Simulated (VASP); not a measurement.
Input of a VASP 6.6.1 run:

INCAR

```
SYSTEM = V
  PREC = Accurate
  ENCUT = 520
  EDIFF = 1E-8
  ISMEAR = -1
  SIGMA = 0.03
  LREAL = .FALSE.
  LASPH = .TRUE.
  NELM = 150
  ALGO = Normal
  ISIF = 2
  LWAVE = .FALSE.
  LCHARG = .FALSE.
  ISPIN = 2
  MAGMOM = 1.5
  LORBIT = 11
  LMAXMIX = 4
  GGA = PE
  LEFG = .TRUE.
  NBANDS = 16
```

The input KPOINTS:

```
regular mesh
0
G
  19 19 19
  0 0 0
```

File POSCAR:

```
V
1.0
   -1.5130000000      1.5130000000      1.5130000000
    1.5130000000     -1.5130000000      1.5130000000
    1.5130000000      1.5130000000     -1.5130000000
V
1
Direct
    0.0000000000      0.0000000000      0.0000000000
```

Potentials or basis: VASP PAW PBE potentials, release 64 (V_sv).

The run is started by

```console
$ cat potpaw_PBE.64/V_sv/POTCAR > POTCAR
$ mpirun -np 1 vasp_std > vasp.out
```

**Question.** Estimate the pressure.

**Answer.** -4.9 GPa.

**Question.** Predict the net moment.

**Answer.** 0.00 μB per cell.

Caveat: the cell stands under tension.
